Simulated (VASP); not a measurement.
# KBr (Fm-3m) in VASP: a series of runs

The runs below take KBr through single point, relaxation of cell and atoms, with PBEsol.

Program: VASP 6.6.1. These are calculated values, not measurements. Logs are shortened: lines on timing, memory, paths and dates and some standing lists are left out, and cuts for length are marked.

## Step 1: The cell of the first run

It takes space group Fm-3m (No. 225, cubic). The conventional cell has a = 6.546 Å, b = 6.546 Å, c = 6.546 Å, α = 90.00°, β = 90.00°, γ = 90.00°. K (site symmetry m-3m) has 6 Br at 3.27 Å within 4.3 Å. Within 4.3 Å of Br (site symmetry m-3m) lie 6 K at 3.27 Å.

## Step 2: Single point, PBEsol

Contents of INCAR:

```
SYSTEM = KBr
PREC     = Accurate       ! precision mode
ENCUT    = 520            ! plane-wave cutoff, eV
EDIFF    = 1E-7           ! SCF threshold, eV
ISMEAR   = -1             ! smearing method
SIGMA    = 0.02           ! smearing width, eV
LREAL    = .FALSE.        ! projectors in reciprocal space
LASPH    = .TRUE.         ! aspherical terms in the spheres
NELM     = 80             ! most SCF steps
ALGO     = Normal         ! electronic algorithm
ISIF     = 2              ! what is computed and relaxed
LWAVE    = .FALSE.        ! write WAVECAR
LCHARG   = .FALSE.        ! write CHGCAR
GGA      = PS             ! functional
NBANDS   = 15             ! bands
```

Contents of KPOINTS:

```
Automatic mesh
0
G
  6 6 6
  0 0 0
```

Contents of POSCAR:

```
KBr
1.0
    0.0000000000      3.2730462384      3.2730462384
    3.2730462384      0.0000000000      3.2730462384
    3.2730462384      3.2730462384      0.0000000000
K Br
1 1
Direct
    0.0000000000      0.0000000000      0.0000000000
    0.5000000000      0.5000000000      0.5000000000
```

Potentials or basis: VASP PAW PBE potentials, release 64 (K_sv, Br).

Launch:

```bash
> cat potpaw_PBE.64/K_sv/POTCAR potpaw_PBE.64/Br/POTCAR > POTCAR
> mpirun -np 1 vasp_std > vasp.out
```

OUTCAR:

```text
SYSTEM = KBr
   PREC = Accurate
   ENCUT = 520
   EDIFF = 1E-7
   ISMEAR = -1
   LREAL = .FALSE.
   LASPH = .TRUE.
   NELM = 80
   ISIF = 2
   GGA = PS

 ion  position               nearest neighbor table
   1  0.000  0.000  0.000-   2 3.27   2 3.27   2 3.27   2 3.27   2 3.27   2 3.27
   2  0.500  0.500  0.500-   1 3.27   1 3.27   1 3.27   1 3.27   1 3.27   1 3.27

  LATTYP: Found a face centered cubic cell.
 ALAT       =     6.5460924768

  Lattice vectors:

 A1 = (   0.0000000000,   3.2730462384,   3.2730462384)
 A2 = (   3.2730462384,   0.0000000000,   3.2730462384)
 A3 = (   3.2730462384,   3.2730462384,   0.0000000000)

Analysis of symmetry for initial positions (statically):
=====================================================================
 Subroutine PRICEL returns:
 Original cell was already a primitive cell.

 Routine SETGRP: Setting up the symmetry group for a
 face centered cubic supercell.

 Subroutine GETGRP returns: Found 48 space group operations
 (whereof 48 operations were pure point group operations)
 out of a pool of 48 trial point group operations.

The static configuration has the point symmetry O_h .

Analysis of symmetry for dynamics (positions and initial velocities):
=====================================================================
 Subroutine PRICEL returns:
 Original cell was already a primitive cell.

 Routine SETGRP: Setting up the symmetry group for a
 face centered cubic supercell.

 Subroutine GETGRP returns: Found 48 space group operations
 (whereof 48 operations were pure point group operations)
 out of a pool of 48 trial point group operations.

The dynamic configuration has the point symmetry O_h .

 Subroutine INISYM returns: Found 48 space group operations
 (whereof 48 operations are pure point group operations),
 and found     1 'primitive' translations

----------------------------------------------------------------------------------------

                                     Primitive cell

  volume of cell :      70.1272

  direct lattice vectors                    reciprocal lattice vectors
     0.000000000  3.273046238  3.273046238    -0.152762889  0.152762889  0.152762889
     3.273046238  0.000000000  3.273046238     0.152762889 -0.152762889  0.152762889
     3.273046238  3.273046238  0.000000000     0.152762889  0.152762889 -0.152762889

  length of vectors
     4.628786381  4.628786381  4.628786381     0.264593086  0.264593086  0.264593086

  position of ions in fractional coordinates (direct lattice)
     0.000000000  0.000000000  0.000000000
     0.500000000  0.500000000  0.500000000

  ion indices of the primitive-cell ions
   primitive index   ion index
                 1           1
                 2           2

----------------------------------------------------------------------------------------

 KPOINTS: Automatic mesh

Automatic generation of k-mesh.
 Grid dimensions read from file:
 generate k-points for:    6    6    6

 Generating k-lattice:

  Cartesian coordinates                     Fractional coordinates (reciprocal lattice)
    -0.025460482  0.025460482  0.025460482     0.166666667  0.000000000  0.000000000
     0.025460482 -0.025460482  0.025460482     0.000000000  0.166666667  0.000000000
     0.025460482  0.025460482 -0.025460482     0.000000000  0.000000000  0.166666667

  Length of vectors
     0.044098848  0.044098848  0.044098848

  Shift w.r.t. Gamma in fractional coordinates (k-lattice)
     0.000000000  0.000000000  0.000000000

 Subroutine IBZKPT returns following result:
 ===========================================

 Found     16 irreducible k-points:

 Following reciprocal coordinates:
            Coordinates               Weight
  0.000000  0.000000  0.000000      1.000000
  0.166667  0.000000  0.000000      8.000000
  0.333333  0.000000  0.000000      8.000000
  0.500000  0.000000  0.000000      4.000000
  0.166667  0.166667  0.000000      6.000000
  0.333333  0.166667  0.000000     24.000000
[... 8 lines left out ...]
 -0.333333  0.333333  0.166667     24.000000
 -0.333333  0.500000  0.166667     12.000000
   k-points           NKPTS =     16   k-points in BZ     NKDIM =     16   number of bands    NBANDS=     15
   number of dos      NEDOS =    301   number of ions     NIONS =      2
   total plane-waves  NPLWV =  46656
   dimension x,y,z NGX =    36 NGY =   36 NGZ =   36
   dimension x,y,z NGXF=    72 NGYF=   72 NGZF=   72
   ions per type =               1   1
   NGX,Y,Z   is equivalent  to a cutoff of  12.93, 12.93, 12.93 a.u.
   NGXF,Y,Z  is equivalent  to a cutoff of  25.86, 25.86, 25.86 a.u.
 SYSTEM =  KBr
   PREC   = accura    normal or accurate (medium, high low for compatibility)
   ISTART =      0    job   : 0-new  1-cont  2-samecut
   ICHARG =      2    charge: 1-file 2-atom 10-const
   ISPIN  =      1    spin polarized calculation?
   LNONCOLLINEAR =      F non collinear calculations
   LSORBIT =      F    spin-orbit coupling
   LASPH  =      T    aspherical Exc in radial PAW
   ENCUT  =  520.0 eV  38.22 Ry    6.18 a.u.   8.61  8.61  8.61*2*pi/ulx,y,z
   NELM   =     80;   NELMIN=  2; NELMDL= -5     # of ELM steps
   EDIFF  = 0.1E-06   stopping-criterion for ELM
   LREAL  =      F    real-space projection
   EDIFFG = 0.1E-05   stopping-criterion for IOM
   NSW    =      0    number of steps for IOM
   IBRION =     -1    ionic relax: 0-MD 1-quasi-New 2-CG
   NFREE  =      0    steps in history (QN), initial steepest desc. (CG)
   ISIF   =      2    stress and relaxation
   ISYM   =      2    0-nonsym 1-usesym 2-fastsym
   POTIM  = 0.5000    time-step for ionic-motion
   TEBEG  =    0.0;   TEEND  =   0.0 temperature during run
   PSTRESS=    0.0 pullay stress
   NELECT =      16.0000    total number of electrons
   NUPDOWN=      -1.0000    fix difference up-down
   EMIN   =  10.00;   EMAX   =-10.00  energy-range for DOS
   EFERMI =   0.00;   METHOD = LEGACY
   ISMEAR =    -1;   SIGMA  =   0.02  broadening in eV -4-tet -1-fermi 0-gaus
   EFERMI_NEDOS =   21; number of points for ismear=-14 and -15
   IALGO  =     38    algorithm
   IMIX   =      4    mixing-type and parameters
     AMIX     =   0.40;   BMIX     =  1.00
     AMIX_MAG =   1.60;   BMIX_MAG =  1.00
  volume/ion in A,a.u.               =      35.06       236.62
  Fermi-wavevector in a.u.,A,eV,Ry     =   1.000352  1.890390 13.615396  1.000703
  Thomas-Fermi vector in A             =   2.132702
   LORBIT       =      0    0 simple, 1 ext, 2 COOP (PROOUT), +10 PAW based schemes
   GGA     = PS    functional components
   LHFCALC =     F    Hartree Fock is set to
   AEXX    =    0.0000 exact exchange contribution
   IVDW    =     0    specifies the selected vdW correction
   LEPSILON=     F    determine dielectric tensor
   LRPA    =     F    only Hartree local field effects (RPA)
 non-spin polarized calculation
  energy-cutoff  :      520.00
  volume of cell :       70.13
 maximum number of plane-waves:      1917
 NGX is ok and might be reduce to    36
   NGX = 17   NGY = 17   NGZ = 17

 number of electron      16.0000000 magnetization

 Free energy of the ion-electron system (eV)
  ---------------------------------------------------
  ext. energy  EPLUGINS =         0.00000000
  ---------------------------------------------------
  free energy    TOTEN  =        -6.45980519 eV

  energy without entropy =       -6.45980519  energy(sigma->0) =       -6.45980519

 E-fermi :  -1.3315     XC(G=0):  -7.6493

 val. band max:       -1.7284961522   @ k =   0.0000   0.0000   0.0000
 cond. band min:       2.6108072436   @ k =   0.0000   0.0000   0.0000
 fundamental gap:      4.3393033957
 Fermi energy:        -1.3315441709

 k-point     1 :       0.0000    0.0000    0.0000
  band No.  band energies     occupation
      1     -29.2892      2.00000
      2     -14.0661      2.00000
      3     -12.8342      2.00000
      4     -12.8342      2.00000
      5     -12.8342      2.00000
      6      -1.7285      2.00000
      7      -1.7285      2.00000
      8      -1.7285      2.00000
      9       2.6108      0.00000
     10       5.8003      0.00000
     11       5.8003      0.00000
     12       5.8003      0.00000
     13       6.6556      0.00000
     14       6.6556      0.00000
     15       9.7202      0.00000

 k-point     2 :       0.1667    0.0000    0.0000
  band No.  band energies     occupation
      1     -29.2875      2.00000
      2     -14.1136      2.00000
      3     -12.8357      2.00000
      4     -12.8357      2.00000
      5     -12.7678      2.00000
      6      -2.1235      2.00000
      7      -1.8251      2.00000
      8      -1.8251      2.00000
      9       3.2919      0.00000
     10       5.6476      0.00000
     11       6.1357      0.00000
     12       6.1357      0.00000
     13       7.0309      0.00000
     14       7.0309      0.00000
     15      10.6833      0.00000

 k-point     3 :       0.3333    0.0000    0.0000
  band No.  band energies     occupation
      1     -29.2841      2.00000
      2     -14.1971      2.00000
      3     -12.8388      2.00000
      4     -12.8388      2.00000
      5     -12.6455      2.00000
      6      -2.7339      2.00000
      7      -2.0055      2.00000
      8      -2.0055      2.00000
      9       4.3929      0.00000
     10       5.9376      0.00000
     11       7.0330      0.00000
     12       7.0330      0.00000
     13       7.9719      0.00000
     14       7.9719      0.00000
     15       9.8557      0.00000
[... 199 lines left out ...]
 k-point    15 :      -0.3333    0.3333    0.1667
  band No.  band energies     occupation
      1     -29.2810      2.00000
      2     -14.1044      2.00000
      3     -12.8907      2.00000
      4     -12.8759      2.00000
      5     -12.7117      2.00000
      6      -2.6104      2.00000
      7      -2.2905      2.00000
      8      -2.1533      2.00000
      9       5.3884      0.00000
     10       5.7794      0.00000
     11       6.8377      0.00000
     12       7.4440      0.00000
     13       8.6508      0.00000
     14       8.9437      0.00000
     15       9.4056      0.00000

 k-point    16 :      -0.3333    0.5000    0.1667
  band No.  band energies     occupation
      1     -29.2805      2.00000
      2     -14.0318      2.00000
      3     -12.9231      2.00000
      4     -12.8914      2.00000
      5     -12.7730      2.00000
      6      -2.4775      2.00000
      7      -2.2383      2.00000
      8      -2.2036      2.00000
      9       4.7457      0.00000
     10       6.1920      0.00000
     11       6.5100      0.00000
     12       7.5351      0.00000
     13       8.2965      0.00000
     14       9.1472      0.00000
     15       9.6535      0.00000

------------------------ aborting loop because EDIFF is reached ----------------------------------------

  FORCE on cell =-STRESS in cart. coord.  units (eV):
  Direction    XX          YY          ZZ          XY          YZ          ZX
  --------------------------------------------------------------------------------------
  -------------------------------------------------------------------------------------
  Total        0.0367707      0.0367707      0.0367707      0.0000000      0.0000000      0.0000000
  in kB        0.8400902      0.8400902      0.8400902      0.0000000      0.0000000      0.0000000
  external PRESSURE =       0.8400902 kB  Pullay stress =       0.0000000 kB

 VOLUME and BASIS-vectors are now :
 -----------------------------------------------------------------------------
  energy-cutoff  :      520.00
  volume of cell :       70.13
      direct lattice vectors                 reciprocal lattice vectors
     0.000000000  3.273046238  3.273046238    -0.152762889  0.152762889  0.152762889
     3.273046238  0.000000000  3.273046238     0.152762889 -0.152762889  0.152762889
     3.273046238  3.273046238  0.000000000     0.152762889  0.152762889 -0.152762889

 POSITION                                       TOTAL-FORCE (eV/Angst)
 -----------------------------------------------------------------------------------
      0.00000      0.00000      0.00000         0.000000      0.000000     -0.000000
      3.27305      3.27305      3.27305        -0.000000     -0.000000      0.000000
 -----------------------------------------------------------------------------------
    total drift:                                0.000000      0.000000      0.000000

  FREE ENERGIE OF THE ION-ELECTRON SYSTEM (eV)
  ---------------------------------------------------
  free  energy   TOTEN  =        -6.4598051921 eV

  energy  without entropy=       -6.4598051921  energy(sigma->0) =       -6.45980519
```

It took 22 s on 1 thread of Intel Xeon Platinum 8375C at 2.90GHz (Ice Lake), shared host; peak memory 0.2 GiB.

Results:

- Free energy: -6.4598 eV
- Pressure: 0.1 GPa
- Band gap on the k mesh: 4.34 eV, direct

Caveat: the PAW data sets were made with another functional, which shifts forces and pressure a little.

## Step 3: Single point, PBEsol

Contents of INCAR:

```
ALGO = Normal
EDIFF = 1E-6
ENCUT = 520
GGA = PS
ISIF = 2
ISMEAR = -1
LASPH = T
LCHARG = F
LREAL = F
LWAVE = F
NBANDS = 15
NELM = 60
PREC = Accurate
SIGMA = 0.02
```

Contents of KPOINTS:

```
k-points
0
Gamma
  6 6 6
```

POSCAR is that of step 2.

Potentials or basis: VASP PAW PBE potentials, release 64 (K_sv, Br).

Launch:

```bash
> cat potpaw_PBE.64/K_sv/POTCAR potpaw_PBE.64/Br/POTCAR > POTCAR
> mpirun -np 1 vasp_std > vasp.out
```

Run time: 22 s. Hardware: 1 thread of Intel Xeon Platinum 8375C at 2.90GHz (Ice Lake), shared host; peak memory 0.2 GiB.

The run converged. Its results:

```yaml
Free_energy: -6.4598 eV
Pressure: 0.1 GPa
Band_gap_on_the_k_mesh: 4.34 eV, direct
```

Levels at points of the mesh, in eV from the valence-band top:
```tsv
k point	band 5	band 6	band 7	band 8	band 9	band 10	band 11	band 12
(0.00, 0.00, 0.00)	-11.11	0.00	0.00	0.00	4.34	7.53	7.53	7.53
(0.50, 0.00, 0.00)	-10.86	-1.26	-0.36	-0.36	6.49	8.22	9.79	9.79
(0.50, 0.50, 0.00)	-11.15	-0.86	-0.30	-0.30	5.71	7.18	9.37	9.48
```

Caveat: the PAW data sets were made with another functional, which shifts forces and pressure a little.

(Part 1 of 2 ends here.)
